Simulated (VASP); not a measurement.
Here is a VASP 6.6.1 calculation.

Contents of INCAR:

```
PREC = Accurate ; ENCUT = 600
EDIFF = 1E-6 ; ISMEAR = 0
SIGMA = 0.01 ; LREAL = False
LASPH = True ; NELM = 120
ALGO = Normal ; ISIF = 2
LWAVE = False ; LCHARG = False
GGA = PE ; NBANDS = 19
GGA_COMPAT = False
```

The input KPOINTS:

```
regular mesh
0
Gamma
  6 6 6
```

File POSCAR:

```
ZrO2
1.0
    0.0000000000      2.5350000000      2.5350000000
    2.5350000000      0.0000000000      2.5350000000
    2.5350000000      2.5350000000      0.0000000000
Zr O
1 2
Direct
    0.0000000000      0.0000000000      0.0000000000
    0.2500000000      0.2500000000      0.2500000000
    0.7500000000      0.7500000000      0.7500000000
```

Potentials or basis: VASP PAW PBE potentials, release 64 (Zr_sv, O).

Run with:

```console
$ cat potpaw_PBE.64/Zr_sv/POTCAR potpaw_PBE.64/O/POTCAR > POTCAR
$ mpirun -np 1 vasp_std > vasp.out
```

Q: Estimate the pressure.

A: 6.9 GPa.

Q: Predict the band gap on the k mesh.

A: 3.39 eV, indirect (least direct gap 3.84 eV).

A k mesh can miss the band edges.
